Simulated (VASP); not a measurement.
Here is a VASP 6.6.1 calculation.

File INCAR:

```
  PREC = Accurate
  ENCUT = 520
  EDIFF = 1E-6
  ISMEAR = 0
  SIGMA = 0.1
  LREAL = F
  LASPH = T
  NELM = 60
  ALGO = Normal
  ISIF = 2
  LWAVE = F
  LCHARG = T
  GGA = PS
  LELF = T
  LVHAR = T
  NBANDS = 15
```

The input KPOINTS:

```
Automatic mesh
0
Gamma
  16 16 8
```

The input POSCAR:

```
FeSi2
1.0
    2.6227559415      0.0000000000      0.0000000000
    0.0000000000      2.6227559415      0.0000000000
    0.0000000000      0.0000000000      5.0042351245
Fe Si
1 2
Direct
    0.0000000000      0.0000000000      0.0000000000
    0.5000000000      0.5000000000      0.2733750749
    0.5000000000      0.5000000000      0.7266249251
```

Potentials or basis: VASP PAW PBE potentials, release 64 (Fe, Si).

The run is started by

```console
$ cat potpaw_PBE.64/Fe/POTCAR potpaw_PBE.64/Si/POTCAR > POTCAR
$ mpirun -np 1 vasp_std > vasp.out
```

(1) Predict the pressure.

(2) What does it give for the band gap on the k mesh?

(3) What does it give for the largest force?

Answers

(1) 14.4 GPa.

(2) zero (band 8 reaches 11.09 eV, above the bottom of band 9 at 10.65 eV).

(3) 0.028 eV/Å.

Caveat: the cell differs from its parent crystal (equal strain along all axes, cell held: -2.0 %, then relaxed in part); the PAW data sets were made with another functional, which shifts forces and pressure a little.
